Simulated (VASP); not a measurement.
# V (P6_3/mmc) in VASP: a series of runs, part 2 of 2

VASP 6.6.1.

### Step 4. Single point, PBEsol

This run uses another cell than the first one, of 12.65 Å³/atom, 1.267 times its volume.

Input file INCAR:

```
PREC     = Accurate       # precision mode
ENCUT    = 520            # plane-wave cutoff, eV
EDIFF    = 1E-6           # SCF threshold, eV
ISMEAR   = -1             # smearing method
SIGMA    = 0.05           # smearing width, eV
LREAL    = False          # projectors in reciprocal space
LASPH    = True           # aspherical terms in the spheres
NELM     = 60             # most SCF steps
ALGO     = Normal         # electronic algorithm
ISIF     = 2              # what is computed and relaxed
LWAVE    = False          # write WAVECAR
LCHARG   = False          # write CHGCAR
GGA      = PS             # functional
NBANDS   = 20             # bands
```

Input file KPOINTS:

```
Automatic mesh
0
Gamma
  16 16 9
```

Input file POSCAR:

```
V
1.0
    2.5307007311      0.0000000000      0.0000000000
   -1.2653503655      2.1916511225      0.0000000000
    0.0000000000      0.0000000000      4.5610250654
V
2
Direct
    0.3333333333      0.6666666667      0.2500000000
    0.6666666667      0.3333333333      0.7500000000
```

Potentials or basis: VASP PAW PBE potentials, release 64 (V_sv).

Command:

```console
$ cat potpaw_PBE.64/V_sv/POTCAR > POTCAR
$ mpirun -np 1 vasp_std > vasp.out
```

OUTCAR:

```text
PREC = Accurate
   ENCUT = 520
   EDIFF = 1E-6
   ISMEAR = -1
   LREAL = False
   LASPH = True
   NELM = 60
   ISIF = 2
   GGA = PS

 ion  position               nearest neighbor table
   1  0.333  0.667  0.250-   2 2.71   2 2.71   2 2.71   2 2.71   2 2.71   2 2.71
   2  0.667  0.333  0.750-   1 2.71   1 2.71   1 2.71   1 2.71   1 2.71   1 2.71

  LATTYP: Found a hexagonal cell.
 ALAT       =     2.5307007311
 C/A-ratio  =     1.8022775310

  Lattice vectors:

 A1 = (   2.5307007311,   0.0000000000,   0.0000000000)
[... 191 lines left out ...]
      4     -26.3928      2.00000
      5     -26.2530      2.00000
      6     -26.2530      2.00000
[... 541 lines left out ...]
     19      15.2611      0.00000
     20      20.3144      0.00000

 [... further k-points ...]
[... 5 lines left out ...]
  --------------------------------------------------------------------------------------
  -------------------------------------------------------------------------------------
  Total        1.6917205      1.6917205      1.7045696      0.0000000     -0.0000000      0.0000000
  in kB      107.1431783    107.1431783    107.9569578      0.0000000     -0.0000000      0.0000000
  external PRESSURE =     107.4144381 kB  Pullay stress =       0.0000000 kB

 VOLUME and BASIS-vectors are now :
 -----------------------------------------------------------------------------
  energy-cutoff  :      520.00
  volume of cell :       25.30
      direct lattice vectors                 reciprocal lattice vectors
     2.530700731  0.000000000  0.000000000     0.395147473  0.228138500  0.000000000
    -1.265350366  2.191651123  0.000000000     0.000000000  0.456277000  0.000000000
     0.000000000  0.000000000  4.561025065     0.000000000  0.000000000  0.219248960

 POSITION                                       TOTAL-FORCE (eV/Angst)
 -----------------------------------------------------------------------------------
     -0.00000      1.46110      1.14026         0.000000      0.000000      0.000000
      1.26535      0.73055      3.42077        -0.000000     -0.000000      0.000000
 -----------------------------------------------------------------------------------
    total drift:                               -0.000000      0.000000     -0.000000

  FREE ENERGIE OF THE ION-ELECTRON SYSTEM (eV)
  ---------------------------------------------------
  free  energy   TOTEN  =       -18.7018772994 eV

  energy  without entropy=      -18.6754827007  energy(sigma->0) =      -18.68868000
```

OSZICAR:

```text
N       E                     dE             d eps       ncg     rms          rms(c)
DAV:   1     0.325706425583E+03    0.32571E+03   -0.16322E+04  6008   0.155E+03
DAV:   2    -0.118579064246E+02   -0.33756E+03   -0.33145E+03  6212   0.500E+02
DAV:   3    -0.212261568311E+02   -0.93683E+01   -0.92341E+01  6436   0.997E+01
DAV:   4    -0.213147266733E+02   -0.88570E-01   -0.88385E-01  6104   0.997E+00
DAV:   5    -0.213159049407E+02   -0.11783E-02   -0.11783E-02  6352   0.112E+00    0.296E+01
DAV:   6    -0.187836431545E+02    0.25323E+01   -0.98954E+00  6064   0.331E+01    0.431E+00
DAV:   7    -0.187214804399E+02    0.62163E-01   -0.16523E-01  6324   0.361E+00    0.152E+00
DAV:   8    -0.187019578076E+02    0.19523E-01   -0.19347E-02  6076   0.170E+00    0.215E-01
DAV:   9    -0.187018577954E+02    0.10001E-03   -0.10330E-03  6152   0.359E-01    0.399E-02
DAV:  10    -0.187018767297E+02   -0.18934E-04   -0.48602E-05  7176   0.823E-02    0.122E-02
DAV:  11    -0.187018772994E+02   -0.56962E-06   -0.38587E-06  5376   0.204E-02
   1 F= -.18701877E+02 E0= -.18688680E+02  d E =-.263946E-01
```

stdout:

```text
POSCAR found type information on POSCAR V
 POSCAR found :  1 types and       2 ions
 scaLAPACK will be used
 -----------------------------------------------------------------------------
|                                                                             |
|                                                                             |
|     You enforced a specific xc type in the INCAR file but a different       |
|     I HOPE YOU KNOW WHAT YOU ARE DOING!                                     |
|                                                                             |
 -----------------------------------------------------------------------------

 LDA part: xc-table for (Slater+PW92), standard interpolation
 POSCAR, INCAR and KPOINTS ok, starting setup
 FFT: planning ... GRIDC
 FFT: planning ... GRID_SOFT
 FFT: planning ... GRID
 WAVECAR not read
 entering main loop
```

Run time: 36 s. Hardware: 1 thread of Intel Xeon Platinum 8488C (Sapphire Rapids), shared host; peak memory 0.18 GiB.

What came out:

```
Free energy            : -18.7019 eV
Pressure               : 10.7 GPa
Band gap on the k mesh : zero (band 13 reaches 12.25 eV, above the bottom of band 14 at 10.15 eV)
```

Levels at points of the mesh, in eV from the Fermi level:
```csv
k point,band 10,band 11,band 12,band 13,band 14,band 15,band 16,band 17
"(0.00, 0.00, 0.00)",-3.68,-0.64,0.00,0.32,0.32,0.69,0.69,1.99
"(0.50, 0.00, 0.00)",-3.10,-3.09,-0.41,-0.09,0.37,0.59,3.33,3.93
```

Caveat: the PAW data sets were made with another functional, which shifts forces and pressure a little.

### Step 5. The runs side by side

| cell | gap on the mesh (eV) | pressure (GPa) |
| --- | --- | --- |
| a = 2.332, b = 2.332, c = 4.242 Å, angles 90.0, 90.0, 120.0°, 2 atoms | none | 92.2 |
| a = 2.435, b = 2.435, c = 4.407 Å, angles 90.0, 90.0, 120.0°, 2 atoms | none | 41.7 |
| a = 2.531, b = 2.531, c = 4.561 Å, angles 90.0, 90.0, 120.0°, 2 atoms | none | 10.7 |

Alike in all rows: task single point; level PBEsol; potentials or basis VASP PAW PBE potentials, release 64 (V_sv); no spin polarisation; k mesh 16 × 16 × 9; cutoff (eV) 520; smearing fermi-dirac 0.05 eV.

Caveats: the PAW data sets were made with another functional, which shifts forces and pressure a little.

Absolute energies hang on the potentials; compare differences alone.
